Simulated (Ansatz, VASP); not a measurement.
**One calculation of SbSe2, two programs**

INCAR

```
PREC = Accurate
ENCUT = 600
EDIFF = 1E-6
ISMEAR = 0
SIGMA = 0.1
LREAL = False
LASPH = True
NELM = 100
ALGO = Normal
ISIF = 3
LWAVE = False
LCHARG = False
GGA = PE
IBRION = 2
NSW = 90
EDIFFG = -0.04
```

File KPOINTS:

```
Automatic mesh
0
Gamma
  4 4 4
```

The input POSCAR:

```
SbSe2
1.0
    0.0000000000      3.4947408300      3.4947408300
    3.4947408300      0.0000000000      3.4947408300
    3.4947408300      3.4947408300      0.0000000000
Sb Se
1 2
Direct
    0.0000000000      0.0000000000      0.0000000000
    0.2500000000      0.2500000000      0.2500000000
    0.7500000000      0.7500000000      0.7500000000
```

Input for Ansatz:

```yaml
crystal:
  lattice:
    - [0.0, 3.49474083, 3.49474083]
    - [3.49474083, 0.0, 3.49474083]
    - [3.49474083, 3.49474083, 0.0]
  atoms:
    - { symbol: Sb, position: [0.0, 0.0, 0.0] }
    - { symbol: Se, position: [0.25, 0.25, 0.25] }
    - { symbol: Se, position: [0.75, 0.75, 0.75] }
basis:
  ecutwfc: 420
kpoints:
  mp_grid: { grid: [4, 4, 4] }
hamiltonian:
  xc: pbe
scf:
  occupations: { method: gaussian, width: 0.1 }
  lower_state_search: "off"
output:
  forces: true
  stress: true
  eigenvalues: true
relax:
  adjacent_minimum: "off"
  f_tol: 0.04
  max_steps: 70
  cell: { stress_tol: 0.4 }
```

Alike in both runs: task relaxation of cell and atoms; functional PBE; k mesh 4 × 4 × 4; occupations gaussian, width 0.1 eV; no spin polarisation.

|  | VASP | Ansatz |
| --- | --- | --- |
| version | VASP 6.6.1 | Ansatz 0.2.0 |
| potentials or method | VASP PAW PBE potentials, release 64 (Sb, Se), cutoff 600 eV | scalar-relativistic, plane waves, PAW |
| valence electrons in the cell | 17 | 47 |

VASP gave:

```
gap on the k mesh at the Fermi level, each at its own relaxed structure (eV) : none
relaxed volume (Å³/atom)                                                     : 27.39
relaxed cell length with the largest relative difference (Å)                 : 4.880
```

What did Ansatz give for the same quantities?

gap on the k mesh at the Fermi level, each at its own relaxed structure (eV): none; relaxed volume (Å³/atom): 27.45; relaxed cell length with the largest relative difference (Å): 4.884.

A gap of «none» marks a metal or a gap that the smearing closes. VASP's potentials hold 17 valence electrons a cell and Ansatz's 47, so a difference there can come from the potentials and not from the codes.

The k mesh is coarse, so the values compare programs but aren't converged. Neither program's run includes spin-orbit coupling.
